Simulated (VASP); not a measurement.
# Ta2N (C2/m) in VASP: notebook, part 2 of 2

VASP 6.6.1.

## (3) Single point, PBE (atoms displaced along a vibrational mode)

INCAR reads:

```
PREC     = Accurate       # precision mode
ENCUT    = 520            # plane-wave cutoff, eV
EDIFF    = 1E-7           # SCF threshold, eV
ISMEAR   = 0              # smearing method
SIGMA    = 0.15           # smearing width, eV
LREAL    = F              # projectors in reciprocal space
LASPH    = T              # aspherical terms in the spheres
NELM     = 80             # most SCF steps
ALGO     = Normal         # electronic algorithm
ISIF     = 2              # what is computed and relaxed
LWAVE    = F              # write WAVECAR
LCHARG   = F              # write CHGCAR
GGA      = PE             # functional
NBANDS   = 20             # bands
```

KPOINTS reads:

```
Automatic mesh
0
Gamma
  18 18 10
```

POSCAR reads:

```
Ta2N
1.0
    3.1011400556      0.0000000000      0.0000000000
   -1.5505700278      2.6856660688      0.0000000000
    0.0000000000      0.0000000000      4.8818900623
Ta N
2 1
Direct
    0.6945926999      0.3891853999      0.7449050322
    0.3054073001      0.6108146001      0.2550949678
    0.0000000000      0.0000000000      0.0000000000
```

Potentials or basis: VASP PAW PBE potentials, release 64 (Ta_pv, N).

Run with:

```
$ cat potpaw_PBE.64/Ta_pv/POTCAR potpaw_PBE.64/N/POTCAR > POTCAR
$ mpirun -np 1 vasp_std > vasp.out
```

OUTCAR:

```text
PREC = Accurate
   ENCUT = 520
   EDIFF = 1E-7
   ISMEAR = 0
   LREAL = F
   LASPH = T
   NELM = 80
   ISIF = 2
   GGA = PE

 ion  position               nearest neighbor table
   1  0.695  0.389  0.745-   3 2.06   3 2.25   3 2.25   2 2.91   2 2.91   2 2.99   2 2.99   2 3.18
                             2 3.25
   2  0.305  0.611  0.255-   3 2.06   3 2.25   3 2.25   1 2.91   1 2.91   1 2.99   1 2.99   1 3.18
                             1 3.25
   3  0.000  0.000  0.000-   2 2.06   1 2.06   1 2.25   2 2.25   1 2.25   2 2.25

  LATTYP: Found a hexagonal cell.
 ALAT       =     3.1011400556
 C/A-ratio  =     1.5742243094

  Lattice vectors:

 A1 = (   3.1011400556,   0.0000000000,   0.0000000000)
 A2 = (  -1.5505700278,   2.6856660688,   0.0000000000)
 A3 = (   0.0000000000,   0.0000000000,   4.8818900623)

Analysis of symmetry for initial positions (statically):
=====================================================================
 Subroutine PRICEL returns:
 Original cell was already a primitive cell.

 Routine SETGRP: Setting up the symmetry group for a
 hexagonal supercell.

 Subroutine GETGRP returns: Found  4 space group operations
 (whereof  4 operations were pure point group operations)
 out of a pool of 24 trial point group operations.

The static configuration has the point symmetry C_2h.

Analysis of symmetry for dynamics (positions and initial velocities):
=====================================================================
 Subroutine PRICEL returns:
 Original cell was already a primitive cell.

 Routine SETGRP: Setting up the symmetry group for a
 hexagonal supercell.

 Subroutine GETGRP returns: Found  4 space group operations
 (whereof  4 operations were pure point group operations)
 out of a pool of 24 trial point group operations.

The dynamic configuration has the point symmetry C_2h.

 Subroutine INISYM returns: Found  4 space group operations
 (whereof  4 operations are pure point group operations),
[... 108 lines left out ...]
   PSTRESS=    0.0 pullay stress
   NELECT =      27.0000    total number of electrons
   NUPDOWN=      -1.0000    fix difference up-down
   EMIN   =  10.00;   EMAX   =-10.00  energy-range for DOS
   EFERMI =   0.00;   METHOD = LEGACY
   ISMEAR =     0;   SIGMA  =   0.15  broadening in eV -4-tet -1-fermi 0-gaus
   EFERMI_NEDOS =   21; number of points for ismear=-14 and -15
   IALGO  =     38    algorithm
   IMIX   =      4    mixing-type and parameters
     AMIX     =   0.40;   BMIX     =  1.00
     AMIX_MAG =   1.60;   BMIX_MAG =  1.00
  volume/ion in A,a.u.               =      13.55        91.46
  Fermi-wavevector in a.u.,A,eV,Ry     =   1.428266  2.699030 27.755102  2.039942
  Thomas-Fermi vector in A             =   2.548346
   LORBIT       =      0    0 simple, 1 ext, 2 COOP (PROOUT), +10 PAW based schemes
   GGA     = PE    functional components
   LHFCALC =     F    Hartree Fock is set to
   AEXX    =    0.0000 exact exchange contribution
   IVDW    =     0    specifies the selected vdW correction
   LEPSILON=     F    determine dielectric tensor
   LRPA    =     F    only Hartree local field effects (RPA)
 non-spin polarized calculation
 Gauss-broadening in eV      SIGMA  =   0.15
  energy-cutoff  :      520.00
  volume of cell :       40.66
 maximum number of plane-waves:      1112
   NGX = 11   NGY = 11   NGZ = 19

 number of electron      26.9999998 magnetization

 Free energy of the ion-electron system (eV)
  ---------------------------------------------------
  ext. energy  EPLUGINS =         0.00000000
  ---------------------------------------------------
  free energy    TOTEN  =       -34.23429999 eV

  energy without entropy =      -34.22033602  energy(sigma->0) =      -34.22731800

 E-fermi :   7.4988     XC(G=0): -12.8631

 val. band max:        7.4978008887   @ k =  -0.1667  -0.0556   0.1000
 cond. band min:       7.5000743679   @ k =  -0.0556   0.3333   0.1000
 fundamental gap:      0.0022734792
 Fermi energy:         7.4987687411

 k-point     1 :       0.0000    0.0000    0.0000
  band No.  band energies     occupation
      1     -28.1902      2.00000
      2     -27.4642      2.00000
      3     -27.3890      2.00000
      4     -27.3743      2.00000
      5     -27.2497      2.00000
      6     -27.1774      2.00000
[... 541 lines left out ...]
     19      10.3293      0.00000
     20      12.0397      0.00000

 [... further k-points ...]
[... 5 lines left out ...]
  --------------------------------------------------------------------------------------
  -------------------------------------------------------------------------------------
  Total        0.0840206      1.6479550      1.0889143      0.0000000      2.0172928      0.0000000
  in kB        3.3108139     64.9373475     42.9084579      0.0000000     79.4910324      0.0000000
  external PRESSURE =      37.0522064 kB  Pullay stress =       0.0000000 kB

 VOLUME and BASIS-vectors are now :
 -----------------------------------------------------------------------------
  energy-cutoff  :      520.00
  volume of cell :       40.66
      direct lattice vectors                 reciprocal lattice vectors
     3.101140056  0.000000000  0.000000000     0.322462057  0.186173555  0.000000000
    -1.550570028  2.685666069  0.000000000     0.000000000  0.372347110  0.000000000
     0.000000000  0.000000000  4.881890062     0.000000000  0.000000000  0.204838697

 POSITION                                       TOTAL-FORCE (eV/Angst)
 -----------------------------------------------------------------------------------
      1.55057      1.04522      3.63654        -0.000000     -1.082630     -0.392728
      0.00000      1.64044      1.24535         0.000000      1.082630      0.392728
      0.00000      0.00000      0.00000         0.000000      0.000000      0.000000
 -----------------------------------------------------------------------------------
    total drift:                               -0.000000      0.000000     -0.000000

  FREE ENERGIE OF THE ION-ELECTRON SYSTEM (eV)
  ---------------------------------------------------
  free  energy   TOTEN  =       -34.2342999862 eV

  energy  without entropy=      -34.2203360212  energy(sigma->0) =      -34.22731800
```

stdout:

```text
POSCAR found type information on POSCAR TaN
 POSCAR found :  2 types and       3 ions
 scaLAPACK will be used
 LDA part: xc-table for (Slater+PW92), standard interpolation
 POSCAR, INCAR and KPOINTS ok, starting setup
 FFT: planning ... GRIDC
 FFT: planning ... GRID_SOFT
 FFT: planning ... GRID
 WAVECAR not read
 entering main loop
```

Wall time 4.6 min (1 thread of Intel Xeon Platinum 8488C (Sapphire Rapids), shared host); peak memory 0.68 GiB.

What came out:

| Property | Result |
| --- | --- |
| Free energy | -34.2343 eV |
| Pressure | 3.7 GPa |
| Largest force | 1.152 eV/Å |
| Band gap on the k mesh | zero (an odd number of electrons rules out a gap without spin polarisation) |

Forces in eV/Å, atoms in the order of the input:
```
Ta   0.000 -1.083 -0.393
Ta   0.000  1.083  0.393
N    0.000  0.000  0.000
```

Levels at points of the mesh, in eV from the Fermi level:
```
           k point  band 9  band 10  band 11  band 12  band 13  band 14  band 15  band 16  band 17  band 18
(0.00, 0.00, 0.00)   -6.18    -5.89    -5.01    -1.41    -0.30    -0.13     0.07     0.22     1.12     1.19
(0.50, 0.00, 0.00)   -6.71    -6.40    -4.34    -2.48    -1.55     1.46     2.66     2.67     3.53     4.34
(0.00, 0.50, 0.00)   -6.32    -6.10    -4.71    -2.71    -1.08     1.30     1.69     3.85     4.18     4.33
(0.00, 0.00, 0.50)   -6.34    -5.94    -3.00    -2.70    -1.10    -0.90     1.39     1.39     1.92     2.29
(0.50, 0.00, 0.50)   -6.91    -6.16    -3.28    -2.37    -2.07     0.22     1.04     3.44     3.97     3.97
(0.00, 0.50, 0.50)   -6.49    -5.80    -3.61    -2.35    -1.50    -1.03     0.73     3.30     3.45     4.06
```

Caveat: the cell differs from its parent crystal (atoms displaced along a vibrational mode); the cell stands under pressure; spin-orbit coupling is left out, which moves the levels of the heavy elements; forces of over 1 eV/Å act on the atoms, so gaps and moduli don't describe the material at rest.
